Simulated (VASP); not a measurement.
Runs of VASP 6.6.1 on NaCl. The structure is that of space group P4/mmm (No. 123), or close to it. The cells are those of the table. 

```csv
cell,gap on the mesh (eV),pressure (GPa)
"a = 3.222, b = 3.222, c = 3.502 Å, 2 atoms",3.84,2.2
"a = 3.222, b = 3.222, c = 3.642 Å, 2 atoms",3.42,0.8
"a = 3.502, b = 3.502, c = 3.782 Å, 2 atoms",(c),(a)
"a = 3.782, b = 3.782, c = 3.222 Å, 2 atoms",2.37,(b)
"a = 3.642, b = 3.642, c = 3.222 Å, 2 atoms",2.84,-2.6
"a = 3.782, b = 3.782, c = 3.362 Å, 2 atoms",2.65,-4.4
"a = 3.642, b = 3.642, c = 3.362 Å, 2 atoms",3.07,-3.6
"a = 3.222, b = 3.222, c = 3.782 Å, 2 atoms",3.00,-0.3
```

Alike in all rows: task single point; level LDA; potentials or basis VASP PAW LDA potentials, release 64 (Na_pv, Cl); no spin polarisation; k mesh 6 × 6 × 6; cutoff (eV) 520; smearing gaussian 0.05 eV.

**Question.** Fill in the values left out.

**Answer.** (a) -4.2; (b) -3.7; (c) 3.15.

A k mesh can miss the band edges.
